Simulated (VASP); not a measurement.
A run of VASP 6.6.1 is set up as follows.

The input INCAR:

```
  PREC = Accurate
  ENCUT = 520
  EDIFF = 1E-6
  ISMEAR = -1
  SIGMA = 0.05
  LREAL = F
  LASPH = T
  NELM = 150
  ALGO = Normal
  ISIF = 2
  LWAVE = F
  LCHARG = T
  ISPIN = 2
  MAGMOM = 1 0
  LORBIT = 11
  LMAXMIX = 4
  LDAU = T
  LDAUTYPE = 2
  LDAUL = 2 -1
  LDAUU = 8 0
  LDAUJ = 0 0
  LDAUPRINT = 1
  GGA = PS
  LELF = T
  LVHAR = T
  NBANDS = 19
```

KPOINTS

```
Automatic mesh
0
Gamma
  11 11 11
```

The input POSCAR:

```
NiO
1.0
    0.0000000000      2.0859016414      2.0859016414
    2.0859016414      0.0000000000      2.0859016414
    2.0859016414      2.0859016414      0.0000000000
Ni O
1 1
Direct
    0.0000000000      0.0000000000      0.0000000000
    0.5000000000      0.5000000000      0.5000000000
```

Potentials or basis: VASP PAW PBE potentials, release 64 (Ni, O).

Command:

```bash
$ cat potpaw_PBE.64/Ni/POTCAR potpaw_PBE.64/O/POTCAR > POTCAR
$ mpirun -np 1 vasp_std > vasp.out
```

Q: Predict the net moment.

A: 2.00 μB per cell.

Q: What does it give for the site moments?

A: Ni +1.88; O +0.14 μB.

Q: Predict the pressure.

A: -9.5 GPa.

Q: Predict the band gap on the k mesh.

A: 3.00 eV, indirect (least direct gap 3.78 eV).

Eigenvalues of the final occupation matrices:
```csv
site,spin,trace,eigenvalues
site 1 d,1,5.07,0.99 0.99 0.99 1.05 1.05
site 1 d,2,3.22,0.13 0.13 0.99 0.99 0.99
```

Caveat: the PAW data sets were made with another functional, which shifts forces and pressure a little; a cell with one magnetic atom can't hold antiferromagnetic order, which such compounds often take. The state reached can hang on the start; a lower one may exist.
